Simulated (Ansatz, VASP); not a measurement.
# AlGeIr3: VASP beside Ansatz

```
Al Ge Ir
1.0
     4.18418    0.00000    0.00000
    -2.09209    3.62360    0.00000
     0.00000    0.00000    5.35839
Al Ge Ir
1 1 3
Direct
  0.66667 0.33333 0.00000
  0.33333 0.66667 0.50000
  0.00000 0.00000 0.76500
  0.00000 0.00000 0.23500
  0.66667 0.33333 0.50000
```

Change from the starting cell: species swapped into the GaNi3As type (P-6m2, No. 187).

Alike in both runs: functional PBE; k mesh 6 × 6 × 4; occupations gaussian, width 0.1 eV; no spin polarisation.

Ansatz relaxed the structure, and its values are those at the end. VASP's run is a single point on that final structure, the one shown.

```csv
,VASP,Ansatz
version,VASP 6.6.1,Ansatz 0.2.0
potentials or method,"VASP PAW PBE potentials, release 64 (Al, Ge_d, Ir), cutoff 520 eV","scalar-relativistic, plane waves, PAW"
valence electrons in the cell,44,68
```

|  | VASP | Ansatz | Ansatz less VASP |
| --- | --- | --- | --- |
| gap on the k mesh at the Fermi level (eV) | none | none | - |
| pressure (GPa) | 0.1 | -0.2 | -0.27 |
| rms of the force components (eV/Å) | 0.009 | 0.005 | -0.0042 |

A gap of «none» marks a metal or a gap that the smearing closes. VASP's potentials hold 44 valence electrons a cell and Ansatz's 68, so a difference there can come from the potentials and not from the codes.

Neither program's run includes spin-orbit coupling.
